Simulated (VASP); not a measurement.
Runs of VASP 6.6.1 on TaN. The structure is that of space group P-62m (No. 189), or close to it. The cells are those of the table. 

```tsv
task	cell	gap on the mesh (eV)	pressure (GPa)	largest force (eV/Å)
electric field gradients	a = 5.197, b = 5.241, c = 2.911 Å, angles 90.4, 91.1, 120.9°, 6 atoms	none	6.1	0.28
single point	a = 5.264, b = 5.264, c = 2.949 Å, angles 90.0, 90.0, 120.0°, 6 atoms	none	-6.5	0.11
single point	a = 5.298, b = 5.298, c = 2.968 Å, angles 90.0, 90.0, 120.0°, 6 atoms	none	(a)	0.18
electric field gradients	a = 5.179, b = 5.179, c = 2.901 Å, angles 90.0, 90.0, 120.0°, 6 atoms	none	9.1	0.10
single point	a = 5.179, b = 5.179, c = 2.901 Å, angles 90.0, 90.0, 120.0°, 6 atoms	none	9.1	0.10
single point	a = 5.197, b = 5.151, c = 2.911 Å, angles 89.6, 88.8, 119.1°, 6 atoms	none	6.0	0.28
electric field gradients	a = 5.161, b = 5.161, c = 2.891 Å, angles 90.0, 90.0, 120.0°, 6 atoms	none	(b)	0.15
single point	a = 5.230, b = 5.230, c = 2.930 Å, angles 90.0, 90.0, 120.0°, 6 atoms	none	-0.7	0.03
electric field gradients	a = 5.126, b = 5.126, c = 2.872 Å, angles 90.0, 90.0, 120.0°, 6 atoms	none	20.7	0.24
single point	a = 5.090, b = 5.090, c = 2.852 Å, angles 90.0, 90.0, 120.0°, 6 atoms	none	29.5	0.35
electric field gradients	a = 5.213, b = 5.213, c = 2.921 Å, angles 90.0, 90.0, 120.0°, 6 atoms	none	2.4	0.01
single point	a = 5.126, b = 5.126, c = 2.872 Å, angles 90.0, 90.0, 120.0°, 6 atoms	none	20.7	0.24
```

Alike in all rows: level PBE; potentials or basis VASP PAW PBE potentials, release 64 (Ta_pv, N); no spin polarisation; k mesh 6 × 6 × 9; cutoff (eV) 520; smearing fermi-dirac 0.01 eV.

Estimate the missing entries.

(a) -11.7; (b) 12.8.

Caveats: spin-orbit coupling is left out, which moves the levels of the heavy elements; the cell stands under pressure (at least some runs); the cell stands under tension (at least some runs).

A k mesh can miss the band edges, and the runs leave out spin-orbit coupling on Ta.

A gap of «none» marks levels without a gap at the run's occupations.
